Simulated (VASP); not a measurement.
## NbCd3: single point with PBE

The system is NbCd3.

```
Cd Nb
1.0
     4.21500    0.00000    0.00000
     0.00000    4.21500    0.00000
     0.00000    0.00000    4.21500
Cd Nb
3 1
Direct
  0.50000 0.50000 0.00000
  0.50000 0.00000 0.50000
  0.00000 0.50000 0.50000
  0.00000 0.00000 0.00000
```

```
Program                : VASP 6.6.1
Task                   : single point
Functional             : PBE
Potentials or basis    : VASP PAW PBE potentials, release 64 (Cd, Nb_sv)
Cutoff                 : 520 eV
k mesh                 : 6 × 6 × 6
Occupations            : fermi-dirac, width 0.05 eV
Spin                   : no spin polarisation
Dipole correction      : no
Further INCAR settings : ALGO = Normal; EDIFF = 1e-06; NBANDS = 32
```

| Quantity | Value |
| --- | --- |
| Pressure | 7.8 GPa |

Levels at points of the mesh, in eV from the Fermi level:
| k point | band 20 | band 21 | band 22 | band 23 | band 24 | band 25 | band 26 | band 27 | band 28 | band 29 |
| --- | --- | --- | --- | --- | --- | --- | --- | --- | --- | --- |
| (0.00, 0.00, 0.00) | -7.60 | -0.95 | -0.95 | 0.20 | 0.20 | 0.20 | 1.26 | 1.26 | 1.26 | 5.54 |
| (0.50, 0.00, 0.00) | -6.22 | -5.95 | -0.92 | -0.92 | -0.83 | 1.04 | 1.17 | 3.29 | 4.26 | 4.26 |
| (0.50, 0.50, 0.00) | -5.27 | -3.20 | -3.20 | -3.20 | -0.35 | -0.35 | 1.14 | 1.84 | 2.17 | 5.63 |
| (0.50, 0.50, 0.50) | -2.43 | -2.43 | -2.43 | -2.40 | -1.22 | -1.22 | -1.22 | 1.53 | 1.53 | 3.76 |

Wall time 22 s on 1 thread of Intel(R) Xeon(R) Platinum 8488C (Sapphire Rapids), with other jobs on the host, peak memory 0.19 GiB.
